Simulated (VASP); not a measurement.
Input of a VASP 6.6.1 run:

INCAR

```
SYSTEM = BeS
ALGO     = Normal         ! electronic algorithm
EDIFF    = 1E-6           ! SCF threshold, eV
ENCUT    = 520            ! plane-wave cutoff, eV
GGA      = PE             ! functional
ISIF     = 2              ! what is computed and relaxed
ISMEAR   = 0              ! smearing method
LASPH    = .TRUE.         ! aspherical terms in the spheres
LCHARG   = .FALSE.        ! write CHGCAR
LREAL    = .FALSE.        ! projectors in reciprocal space
LWAVE    = .FALSE.        ! write WAVECAR
NBANDS   = 11             ! bands
NELM     = 60             ! most SCF steps
PREC     = Accurate       ! precision mode
SIGMA    = 0.05           ! smearing width, eV
```

KPOINTS

```
k-points
0
G
  8 8 8
  0 0 0
```

Contents of POSCAR:

```
BeS
1.0
    0.0000000000      2.4613750000      2.4613750000
    2.4613750000      0.0000000000      2.4613750000
    2.4613750000      2.4613750000      0.0000000000
Be S
1 1
Direct
    0.0000000000      0.0000000000      0.0000000000
    0.7500000000      0.7500000000      0.7500000000
```

Potentials or basis: VASP PAW PBE potentials, release 64 (Be, S).

Run with:

```console
$ cat potpaw_PBE.64/Be/POTCAR potpaw_PBE.64/S/POTCAR > POTCAR
$ mpirun -np 1 vasp_std > vasp.out
```

What does it give for the band gap on the k mesh?

3.21 eV, indirect (least direct gap 5.51 eV).

What does it give for the pressure?

-2.5 GPa.

Caveat: the cell differs from its parent crystal (strain +0.015 along x and y, +0.015 along z). A k mesh can miss the band edges.
